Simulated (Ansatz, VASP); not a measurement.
## InAs3: VASP beside Ansatz

INCAR

```
SYSTEM = InAs3
PREC = Accurate
ENCUT = 520
EDIFF = 1E-7
ISMEAR = 0
SIGMA = 0.1
LREAL = .False.
LASPH = .True.
NELM = 80
ALGO = Normal
ISIF = 2
LWAVE = .False.
LCHARG = .False.
GGA = PS
NBANDS = 22
```

The input KPOINTS:

```
regular mesh
0
Gamma
  10 10 10
  0 0 0
```

File POSCAR:

```
InAs3
1.0
    4.3582860850      0.0000000000      0.0000000000
    0.0000000000      4.3582860850      0.0000000000
    0.0000000000      0.0000000000      4.3582860850
In As
1 3
Direct
    0.0000000000      0.0000000000      0.0000000000
    0.5000000000      0.0000000000      0.5000000000
    0.0000000000      0.5000000000      0.5000000000
    0.5000000000      0.5000000000      0.0000000000
```

Input for Ansatz:

```yaml
crystal:
  lattice:
    - [4.358286085, 0.0, 0.0]
    - [0.0, 4.358286085, 0.0]
    - [0.0, 0.0, 4.358286085]
  atoms:
    - { symbol: In, position: [0.0, 0.0, 0.0] }
    - { symbol: As, position: [0.5, 0.0, 0.5] }
    - { symbol: As, position: [0.0, 0.5, 0.5] }
    - { symbol: As, position: [0.5, 0.5, 0.0] }
basis:
  ecutwfc: 420
kpoints:
  mp_grid: { grid: [10, 10, 10] }
hamiltonian:
  xc: pbesol
scf:
  occupations: { method: gaussian, width: 0.1 }
output:
  forces: true
  stress: true
  eigenvalues: true
  populations: true
```

Alike in both runs: task single point; functional PBEsol; k mesh 10 × 10 × 10; occupations gaussian, width 0.1 eV; no spin polarisation.

|  | VASP | Ansatz |
| --- | --- | --- |
| version | VASP 6.6.1 | Ansatz 0.2.0 |
| potentials or method | VASP PAW PBE potentials, release 64 (In_d, As), cutoff 520 eV | scalar-relativistic, plane waves, PAW |
| valence electrons in the cell | 28 | 58 |

Ansatz gave:

```
gap on the k mesh at the Fermi level (eV) : none
pressure (GPa)                            : -1.8
```

What did VASP give for the same quantities?

gap on the k mesh at the Fermi level (eV): none; pressure (GPa): -1.7.

VASP's potentials were made for PBE, not for PBEsol. A gap of «none» marks a metal or a gap that the smearing closes. The functional is the same, so the differences come from potentials, cutoffs and numerics. VASP's potentials hold 28 valence electrons a cell and Ansatz's 58, so a difference there can come from the potentials and not from the codes.
